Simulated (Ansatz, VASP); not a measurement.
## Co: VASP beside Ansatz

```
CELL_PARAMETERS angstrom
2.50209 0.00000 0.00000
-1.25105 2.16688 0.00000
0.00000 0.00000 4.06354
ATOMIC_POSITIONS crystal
Co 0.33333 0.66667 0.25000
Co 0.66667 0.33333 0.75000
```

Change from the starting cell: volume scaled by 0.98, PAW files.

Alike in both runs: task electric field gradients; functional PBE; k mesh 19 × 19 × 10; occupations fermi-dirac, width 0.08 eV; collinear spin.

```csv
,VASP,Ansatz
version,VASP 6.6.1,Ansatz 0.2.0
potentials or method,"VASP PAW PBE potentials, release 64 (Co)","PAW with Ansatz's default frozen-core files, scalar-relativistic"
plane-wave cutoff (eV),520,420
valence electrons in the cell,18,34
```

Ansatz gave:

| Item | Value |
| --- | --- |
| pressure (GPa) | -2.8 |
| traceless stress, the component that is largest in VASP (GPa) | -0.75 |
| net moment per atom (μB) | 1.63 |
| size of the moment on the site where the two differ most (μB) | 1.70 |
| size of Vzz on the site where it differs most (V/Å²) | 2.0 |

**Question.** Estimate VASP's values.

**Answer.** Pressure (GPa): -3.4; traceless stress, the component that is largest in VASP (GPa): -0.83; net moment per atom (μB): 1.62; size of the moment on the site where the two differ most (μB): 1.64; size of Vzz on the site where it differs most (V/Å²): 2.2.

Site moments also hang on the region over which each program counts them. The functional is the same, so the differences come from potentials, cutoffs and numerics. VASP's potentials hold 18 valence electrons a cell and Ansatz's 34, so a difference there can come from the potentials and not from the codes.
